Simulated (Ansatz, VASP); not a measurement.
Cr in VASP and in Ansatz

INCAR

```
  ALGO = Normal
  EDIFF = 1E-7
  ENCUT = 520
  GGA = CA
  ISIF = 2
  ISMEAR = -1
  LASPH = True
  LCHARG = False
  LREAL = False
  LWAVE = False
  NBANDS = 19
  NELM = 100
  PREC = Accurate
  SIGMA = 0.1
```

The input KPOINTS:

```
k-points
0
Gamma
  18 18 18
```

POSCAR

```
Cr
1.0
    0.0000000000      2.5039028558      2.5039028558
    2.5039028558      0.0000000000      2.5039028558
    2.5039028558      2.5039028558      0.0000000000
Cr
2
Direct
    0.1250000000      0.1250000000      0.1250000000
    0.8750000000      0.8750000000      0.8750000000
```

Input for Ansatz:

```yaml
crystal:
  lattice:
    - [0.0, 2.5039028558, 2.5039028558]
    - [2.5039028558, 0.0, 2.5039028558]
    - [2.5039028558, 2.5039028558, 0.0]
  atoms:
    - { symbol: Cr, position: [0.125, 0.125, 0.125] }
    - { symbol: Cr, position: [0.875, 0.875, 0.875] }
hamiltonian:
  xc: lda
  pseudopotentials:
    kind: paw
    azcp:
      Cr: "pseudopotentials/Cr.paw.azcp"
basis:
  ecutwfc: 420
  fft_grid_basis: typed
kpoints:
  mp_grid: { grid: [18, 18, 18], shift: [0, 0, 0] }
magnetization:
  spin_polarized: false
scf:
  occupations: { method: fermi_dirac, width: 0.1 }
output:
  stress: true
```

Alike in both runs: task single point; functional LDA; k mesh 18 × 18 × 18; occupations fermi-dirac, width 0.1 eV; no spin polarisation.

|  | VASP | Ansatz |
| --- | --- | --- |
| version | VASP 6.6.1 | Ansatz 0.2.0 |
| potentials or method | VASP PAW LDA potentials, release 64 (Cr_pv), cutoff 520 eV | plane waves (420 eV) with PAW, scalar-relativistic |
| valence electrons in the cell | 24 | 28 |

```tsv
	VASP	Ansatz	Ansatz less VASP
pressure (GPa)	-3.9	-4.5	-0.59
```

Ansatz warns that its potentials were made for another functional, while VASP's fit it. LDA's correlation is that of Perdew and Zunger in VASP and of Perdew and Wang (1992) in Ansatz. VASP's potentials hold 24 valence electrons a cell and Ansatz's 28, so a difference there can come from the potentials and not from the codes.
